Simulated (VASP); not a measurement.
AlN, 8 atoms in the cell. It takes space group P6_3mc (No. 186, hexagonal). The conventional cell has a = 3.103 Å, b = 3.103 Å, c = 10.049 Å, α = 90.00°, β = 90.00°, γ = 120.00°. Within 2.5 Å of Al (site symmetry 3m) lie 4 N at 1.89 to 1.90 Å. Al (site symmetry 3m) has 4 N at 1.89 to 1.90 Å within 2.5 Å. N (site symmetry 3m) has 4 Al at 1.90 Å within 2.5 Å. Within 2.5 Å of N (site symmetry 3m) lie 4 Al at 1.89 Å. 

| Property | Result |
| --- | --- |
| Program | VASP 6.6.1 |
| Task | single point |
| Functional | PBEsol |
| Potentials or basis | VASP PAW PBE potentials, release 64 (Al, N) |
| Cutoff | 520 eV |
| k mesh | 12 × 12 × 2 |
| Occupations | fermi-dirac, width 0.02 eV |
| Spin | no spin polarisation |
| Dipole correction | no |
| Further INCAR settings | ALGO = Normal; EDIFF = 1e-06; NBANDS = 26 |

Potentials or basis: VASP PAW PBE potentials, release 64 (Al, N).

Command:

```bash
$ cat potpaw_PBE.64/Al/POTCAR potpaw_PBE.64/N/POTCAR > POTCAR
$ mpirun -np 1 vasp_std > vasp.out
```

Hardware: 1 thread of AMD EPYC 9R14 (Zen 4) (shared host).

Problem. How long does it take, and how much memory?

Solution. It took 51 s on 1 thread of AMD EPYC 9R14 (Zen 4), on a shared host, peak memory 0.19 GiB. Counts: scf iterations 14, k points 38.
